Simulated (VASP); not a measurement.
# Be (Im-3m) in VASP: a series of runs

Be is run at these levels: SCAN; tasks: relaxation of cell and atoms.

Program: VASP 6.6.1. These are calculated values, not measurements. Logs are shortened: lines on timing, memory, paths and dates and some standing lists are left out, and cuts for length are marked.

**1. The cell of the first run**

The structure is cubic, space group Im-3m (No. 229). The conventional cell has a = 2.464 Å, b = 2.464 Å, c = 2.464 Å, α = 90.00°, β = 90.00°, γ = 90.00°. Within 2.8 Å of Be (site symmetry m-3m) lie 14 Be at 2.13 to 2.46 Å.

This isn't the form of Be at room conditions, which is hcp.

**2. Relaxation of cell and atoms, SCAN (7.48 Å³/atom)**

Input file POSCAR:

```
Be
1.0
   -1.2318775092      1.2318775092      1.2318775092
    1.2318775092     -1.2318775092      1.2318775092
    1.2318775092      1.2318775092     -1.2318775092
Be
1
Direct
    0.0000000000      0.0000000000      0.0000000000
```

Input file INCAR.step1:

```
SYSTEM = Be
METAGGA = SCAN ; ISMEAR = 1
SIGMA = 0.1 ; LWAVE = .FALSE.
LCHARG = .FALSE. ; NSW = 80
PREC = Accurate ; LASPH = .TRUE.
LREAL = .FALSE. ; ALGO = Normal
EDIFF = 1E-6 ; NELM = 120
GGA_COMPAT = .FALSE. ; IBRION = 2
ISIF = 3 ; EDIFFG = -0.005
NELMIN = 4 ; ENCUT = 380
LMIXTAU = .TRUE. ; POTIM = 0.5
```

Input file INCAR.step3:

```
SYSTEM = Be
METAGGA = SCAN ; ISMEAR = 1
SIGMA = 0.1 ; LWAVE = .FALSE.
LCHARG = .FALSE. ; PREC = Accurate
LASPH = .TRUE. ; LREAL = .FALSE.
ALGO = Normal ; EDIFF = 1E-6
NELM = 120 ; GGA_COMPAT = .FALSE.
ISIF = 2 ; ENCUT = 380
LMIXTAU = .TRUE.
```

Input file KPOINTS:

```
Automatic mesh
0
Gamma
  17 17 17
  0 0 0
```

Potentials or basis: VASP PAW PBE potentials, release 64 (Be).

Launch:

```bash
cat potpaw_PBE.64/Be/POTCAR > POTCAR
cp INCAR.step1 INCAR
cp POSCAR.step1 POSCAR
mpirun -np 1 vasp_std > vasp.out
cp CONTCAR POSCAR
mpirun -np 1 vasp_std > vasp.out
cp CONTCAR POSCAR
cp INCAR.step3 INCAR
mpirun -np 1 vasp_std > vasp.out
```

OUTCAR:

```text
SYSTEM = Be
   METAGGA = SCAN
   ISMEAR = 1
   PREC = Accurate
   LASPH = .TRUE.
   LREAL = .FALSE.
   EDIFF = 1E-6
   NELM = 120
   ISIF = 2
   ENCUT = 380

 Found    165 irreducible k-points:

 Following reciprocal coordinates:
            Coordinates               Weight
  0.000000  0.000000  0.000000      1.000000
  0.058824  0.000000  0.000000     12.000000
  0.117647  0.000000  0.000000     12.000000
  0.176471  0.000000  0.000000     12.000000
  0.235294  0.000000  0.000000     12.000000
  0.294118  0.000000  0.000000     12.000000
   k-points           NKPTS =    165   k-points in BZ     NKDIM =    165   number of bands    NBANDS=      5
   number of dos      NEDOS =    301   number of ions     NIONS =      1
   total plane-waves  NPLWV =   2744
   dimension x,y,z NGX =    14 NGY =   14 NGZ =   14
   dimension x,y,z NGXF=    28 NGYF=   28 NGZF=   28
   ions per type =               1
   NGX,Y,Z   is equivalent  to a cutoff of  10.76, 10.76, 10.76 a.u.
   NGXF,Y,Z  is equivalent  to a cutoff of  21.51, 21.51, 21.51 a.u.
 SYSTEM =  Be
   PREC   = accura    normal or accurate (medium, high low for compatibility)
   ISTART =      0    job   : 0-new  1-cont  2-samecut
   ICHARG =      2    charge: 1-file 2-atom 10-const
   ISPIN  =      1    spin polarized calculation?
   LNONCOLLINEAR =      F non collinear calculations
   LSORBIT =      F    spin-orbit coupling
   LASPH  =      T    aspherical Exc in radial PAW
   ENCUT  =  380.0 eV  27.93 Ry    5.28 a.u.   3.44  3.44  3.44*2*pi/ulx,y,z
   NELM   =    120;   NELMIN=  2; NELMDL=  0     # of ELM steps
   EDIFF  = 0.1E-05   stopping-criterion for ELM
   LREAL  =      F    real-space projection
   EDIFFG = 0.1E-04   stopping-criterion for IOM
   NSW    =      0    number of steps for IOM
   IBRION =     -1    ionic relax: 0-MD 1-quasi-New 2-CG
   NFREE  =      0    steps in history (QN), initial steepest desc. (CG)
   ISIF   =      2    stress and relaxation
   ISYM   =      2    0-nonsym 1-usesym 2-fastsym
   POTIM  = 0.5000    time-step for ionic-motion
   TEBEG  =    0.0;   TEEND  =   0.0 temperature during run

   SCALEE = 1.0000    scale energy and forces
   PSTRESS=    0.0 pullay stress
   NELECT =       2.0000    total number of electrons
   NUPDOWN=      -1.0000    fix difference up-down
   EMIN   =  10.00;   EMAX   =-10.00  energy-range for DOS
   EFERMI =   0.00;   METHOD = LEGACY
   ISMEAR =     1;   SIGMA  =   0.10  broadening in eV -4-tet -1-fermi 0-gaus
   EFERMI_NEDOS =   21; number of points for ismear=-14 and -15
   IALGO  =     38    algorithm
   IMIX   =      4    mixing-type and parameters
     AMIX     =   0.40;   BMIX     =  1.00
     AMIX_MAG =   1.60;   BMIX_MAG =  1.00
  volume/ion in A,a.u.               =       7.80        52.63
  Fermi-wavevector in a.u.,A,eV,Ry     =   1.040088  1.965482 14.718557  1.081783
  Thomas-Fermi vector in A             =   2.174648
   LORBIT       =      0    0 simple, 1 ext, 2 COOP (PROOUT), +10 PAW based schemes
   METAGGA = SCAN    functional components
   LHFCALC =     F    Hartree Fock is set to
   AEXX    =    0.0000 exact exchange contribution
   IVDW    =     0    specifies the selected vdW correction
   LEPSILON=     F    determine dielectric tensor
   LRPA    =     F    only Hartree local field effects (RPA)

   CSHIFT  =0.1000    complex shift for real part using Kramers Kronig

   OMEGAMAX=  -1.0    maximum frequency
 non-spin polarized calculation
 Methfessel and Paxton  Order N= 1 SIGMA  =   0.10
  energy-cutoff  :      380.00
  volume of cell :        7.80
 maximum number of plane-waves:       143
 NGX is ok and might be reduce to    14
   NGX =  7   NGY =  7   NGZ =  7

 number of electron       2.0000000 magnetization

 Free energy of the ion-electron system (eV)
  ---------------------------------------------------
  ext. energy  EPLUGINS =         0.00000000
  ---------------------------------------------------
  free energy    TOTEN  =        -4.21467478 eV

  energy without entropy =       -4.21466162  energy(sigma->0) =       -4.21467039

 E-fermi :   8.2279     XC(G=0): -11.0365

 val. band max:        8.2130484744   @ k =  -0.4118   0.4706   0.3529
 cond. band min:       8.2974383515   @ k =  -0.4118  -0.4706   0.2941
 fundamental gap:      0.0843898771
 Fermi energy:         8.2279437953

 k-point     1 :       0.0000    0.0000    0.0000
  band No.  band energies     occupation
      1      -4.7940      2.00000
      2      28.6947      0.00000
      3      28.6947      0.00000
      4      28.6947      0.00000
      5      40.2934      0.00000

 k-point     2 :       0.0588    0.0000    0.0000
  band No.  band energies     occupation
      1      -4.6652      2.00000
      2      28.0542      0.00000
      3      28.1825      0.00000
      4      28.5395      0.00000
      5      38.5079      0.00000

 k-point     3 :       0.1176    0.0000    0.0000
  band No.  band energies     occupation
      1      -4.2789      2.00000
      2      26.0830      0.00000
      3      26.9765      0.00000
      4      28.0896      0.00000
      5      36.1750      0.00000

 k-point     4 :       0.1765    0.0000    0.0000
  band No.  band energies     occupation
      1      -3.6352      2.00000
      2      23.0845      0.00000
      3      25.5689      0.00000
      4      27.4096      0.00000
      5      34.5419      0.00000

 k-point     5 :       0.2353    0.0000    0.0000
  band No.  band energies     occupation
      1      -2.7366      2.00000
      2      19.6978      0.00000
      3      24.2343      0.00000
      4      26.6182      0.00000
      5      32.8453      0.00000

 k-point     6 :       0.2941    0.0000    0.0000
  band No.  band energies     occupation
      1      -1.5926      2.00000
      2      16.3496      0.00000
      3      23.0972      0.00000
      4      25.8452      0.00000
      5      31.4795      0.00000

 [... further k-points ...]

------------------------ aborting loop because EDIFF is reached ----------------------------------------

  FORCE on cell =-STRESS in cart. coord.  units (eV):
  Direction    XX          YY          ZZ          XY          YZ          ZX
  --------------------------------------------------------------------------------------
  -------------------------------------------------------------------------------------
  Total        0.0012844      0.0012844      0.0012844      0.0000000     -0.0000000      0.0000000
  in kB        0.2638549      0.2638549      0.2638549      0.0000000     -0.0000000      0.0000000
  external PRESSURE =       0.2638549 kB  Pullay stress =       0.0000000 kB

 VOLUME and BASIS-vectors are now :
 -----------------------------------------------------------------------------
  energy-cutoff  :      380.00
  volume of cell :        7.80
      direct lattice vectors                 reciprocal lattice vectors
    -1.249284476  1.249284476  1.249284476     0.000000000  0.400229099  0.400229099
     1.249284476 -1.249284476  1.249284476     0.400229099  0.000000000  0.400229099
     1.249284476  1.249284476 -1.249284476     0.400229099  0.400229099  0.000000000

 POSITION                                       TOTAL-FORCE (eV/Angst)
 -----------------------------------------------------------------------------------
      0.00000      0.00000      0.00000         0.000000      0.000000      0.000000
 -----------------------------------------------------------------------------------
    total drift:                                0.000000      0.000000      0.000000

  FREE ENERGIE OF THE ION-ELECTRON SYSTEM (eV)
  ---------------------------------------------------
  free  energy   TOTEN  =        -4.2146747799 eV

  energy  without entropy=       -4.2146616189  energy(sigma->0) =       -4.21467039
```

It took 1.8 min on 1 thread of AMD EPYC 7R43 (Zen 3), shared host; peak memory 0.07 GiB.

What came out:

```
Free energy                           : -4.2147 eV
Relaxed volume                        : 7.80 Å³/atom
Relaxed cell                          : a = 2.164 Å, b = 2.164 Å, c = 2.164 Å, α = 109.47°, β = 109.47°, γ = 109.47°
Space group after relaxing (to 0.1 Å) : Im-3m (No. 229)
Energy gained by relaxing             : 5.9 meV/atom
Ionic steps                           : 4
Pressure after relaxing               : 0.0 GPa
Band gap on the k mesh                : zero (bands 1 and 2 overlap by 4.88 eV)
```

The path:
```tsv
step	energy change (eV)	largest force (eV/Å)	pressure (GPa)	volume (Å³)
1	0.0000	0.0000	5.63	7.48
2	-0.0056	0.0000	0.58	7.77
3	-0.0056	0.0000	0.03	7.80
4	-0.0059	0.0000	0.03	7.80
```

Final structure:
```
Be
1.0
    -1.24928    1.24928    1.24928
     1.24928   -1.24928    1.24928
     1.24928    1.24928   -1.24928
Be
1
Direct
  0.00000 0.00000 0.00000
```

Caveat: the PAW data sets were made with another functional, which shifts forces and pressure a little.

[end of part 1 of 2]

The gap in the log of VASP goes by the Fermi energy; the results here count the filled bands.